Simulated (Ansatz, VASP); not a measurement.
## Two plane-wave programs on Ni

File INCAR:

```
SYSTEM = Ni
PREC = Accurate
ENCUT = 520
EDIFF = 1E-6
ISMEAR = -1
SIGMA = 0.1
LREAL = .False.
LASPH = .True.
NELM = 80
ALGO = Normal
ISIF = 2
LWAVE = .False.
LCHARG = .True.
GGA = B5
ALDAX = 1.0
AGGAX = 1.0
AGGAC = 1.0
ALDAC = 0.0
LELF = .True.
LVHAR = .True.
NBANDS = 11
```

The input KPOINTS:

```
regular mesh
0
Gamma
  17 17 17
  0 0 0
```

The input POSCAR:

```
Ni
1.0
   -1.4022589233      1.4022589233      1.4022589233
    1.4022589233     -1.4022589233      1.4022589233
    1.4022589233      1.4022589233     -1.4022589233
Ni
1
Direct
    0.0000000000      0.0000000000      0.0000000000
```

Input for Ansatz:

```yaml
crystal:
  lattice:
    - [-1.4022589233, 1.4022589233, 1.4022589233]
    - [1.4022589233, -1.4022589233, 1.4022589233]
    - [1.4022589233, 1.4022589233, -1.4022589233]
  atoms:
    - { symbol: Ni, position: [0.0, 0.0, 0.0] }
hamiltonian:
  xc: blyp
  pseudopotentials:
    kind: paw
    azcp:
      Ni: "pseudopotentials/Ni.paw.azcp"
basis:
  ecutwfc: 420
  fft_grid_basis: typed
kpoints:
  mp_grid: { grid: [17, 17, 17], shift: [0, 0, 0] }
magnetization:
  spin_polarized: false
scf:
  occupations: { method: fermi_dirac, width: 0.1 }
  lower_state_search: "off"
output:
  stress: true
```

Alike in both runs: task single point; functional BLYP; k mesh 17 × 17 × 17; occupations fermi-dirac, width 0.1 eV; no spin polarisation.

|  | VASP | Ansatz |
| --- | --- | --- |
| version | VASP 6.6.1 | Ansatz 0.2.0 |
| potentials or method | VASP PAW PBE potentials, release 64 (Ni), cutoff 520 eV | plane waves (420 eV) with PAW, scalar-relativistic |
| valence electrons in the cell | 10 | 18 |

|  | VASP | Ansatz | Ansatz less VASP |
| --- | --- | --- | --- |
| pressure (GPa) | 7.6 | 7.5 | -0.09 |

VASP's potentials were made for PBE, not for BLYP. The functional is the same, so the differences come from potentials, cutoffs and numerics. VASP's potentials hold 10 valence electrons a cell and Ansatz's 18, so a difference there can come from the potentials and not from the codes.
